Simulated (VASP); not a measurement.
A run of VASP 6.6.1 is set up as follows.

The input INCAR:

```
SYSTEM = Mg2Zn3O
  PREC = Accurate
  ENCUT = 520
  EDIFF = 1E-7
  ISMEAR = 0
  SIGMA = 0.1
  LREAL = .False.
  LASPH = .True.
  NELM = 60
  ALGO = Normal
  ISIF = 2
  LWAVE = .False.
  LCHARG = .False.
  GGA = PE
  NBANDS = 32
```

KPOINTS

```
regular mesh
0
Gamma
  12 12 4
  0 0 0
```

File POSCAR:

```
Mg2Zn3O
1.0
    3.0200420993      0.0000000000      0.0000000000
   -1.5100210496      2.6154331785      0.0000000000
    0.0000000000      0.0000000000     11.1382489016
Mg Zn O
2 3 1
Direct
    0.6666666667      0.3333333333      0.8880825490
    0.3333333333      0.6666666667      0.1119174510
    0.3333333333      0.6666666667      0.6867786260
    0.0000000000      0.0000000000      0.5000000000
    0.6666666667      0.3333333333      0.3132213740
    0.0000000000      0.0000000000      0.0000000000
```

Potentials or basis: VASP PAW PBE potentials, release 64 (Mg, Zn, O).

The run is started by

```sh
$ cat potpaw_PBE.64/Mg/POTCAR potpaw_PBE.64/Zn/POTCAR potpaw_PBE.64/O/POTCAR > POTCAR
$ mpirun -np 1 vasp_std > vasp.out
```

(1) Predict the pressure.

(2) Estimate the band gap on the k mesh.

Answers

(1) -0.1 GPa.

(2) zero (band 23 reaches 4.62 eV, above the bottom of band 24 at 2.91 eV).
